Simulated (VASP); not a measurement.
Input of a VASP 6.6.1 run:

INCAR

```
ALGO = Normal
EDIFF = 1E-7
ENCUT = 520
GGA = PS
ISIF = 2
ISMEAR = -1
LASPH = True
LCHARG = True
LELF = True
LREAL = False
LVHAR = True
LWAVE = False
NBANDS = 30
NELM = 100
PREC = Accurate
SIGMA = 0.1
```

KPOINTS

```
k-points
0
Gamma
  13 13 4
```

POSCAR

```
La
1.0
    3.7604290071      0.0000000000      0.0000000000
   -1.8802145035      3.2566270493      0.0000000000
    0.0000000000      0.0000000000     12.0621590465
La
4
Direct
    0.0000000000      0.0000000000      1.0000000000
    1.0000000000      0.0000000000      0.5000000000
    0.3333333333      0.6666666667      0.7500000000
    0.6666666667      0.3333333333      0.2500000000
```

Potentials or basis: VASP PAW PBE potentials, release 64 (La).

Launch:

```sh
$ cat potpaw_PBE.64/La/POTCAR > POTCAR
$ mpirun -np 1 vasp_std > vasp.out
```

Q: What does it give for the band gap on the k mesh?

A: Zero (bands 22 and 23 overlap by 1.12 eV).

Q: What does it give for the pressure?

A: -1.9 GPa.

Stress tensor (GPa, compression positive):
```
-1.91  0.00  0.00
 0.00 -1.91  0.00
 0.00  0.00 -1.80
```

Caveat: the PAW data sets were made with another functional, which shifts forces and pressure a little; spin-orbit coupling is left out, which moves the levels of the heavy elements.
